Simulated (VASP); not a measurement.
Write the native input for VASP 6.6.1 that does the following.

- Task: single point
- Functional: PBEsol
- Potentials or basis: VASP PAW PBE potentials, release 64 (Cu)
- Cutoff: 520 eV
- k mesh: 30 × 30 × 14
- Occupations: gaussian, width 0.1 eV
- Spin: no spin polarisation
- Dipole correction: no
- Further INCAR settings: ALGO = Fast; EDIFF = 1e-07; NBANDS = 24

The structure of Cu lies in POSCAR:

```
Cu
1.0
    2.5221041493      0.0000000000      0.0000000000
   -1.2610520747      2.1842062643      0.0000000000
    0.0000000000      0.0000000000      6.1629787486
Cu
3
Direct
    0.0000000000      0.0000000000      0.0000000000
    0.3333333333      0.6666666667      0.3333333333
    0.6666666667      0.3333333333      0.6666666667
```

The input as run:

INCAR

```
ALGO = Fast ; EDIFF = 1E-7
ENCUT = 520 ; GGA = PS
ISIF = 2 ; ISMEAR = 0
LASPH = True ; LCHARG = False
LREAL = False ; LWAVE = False
NBANDS = 24 ; NELM = 80
PREC = Accurate ; SIGMA = 0.1
```

KPOINTS

```
k-points
0
Gamma
  30 30 14
```

Potentials or basis: VASP PAW PBE potentials, release 64 (Cu).

Launch:

```sh
$ cat potpaw_PBE.64/Cu/POTCAR > POTCAR
$ mpirun -np 1 vasp_std > vasp.out
```

Results of the run:

```
Pressure               : 0.6 GPa
Band gap on the k mesh : zero (an odd number of electrons rules out a gap without spin polarisation)
```

Caveat: the PAW data sets were made with another functional, which shifts forces and pressure a little.

Run time: 23 min on 1 thread of Intel Xeon 8259CL, on a shared host, peak memory 0.75 GiB.
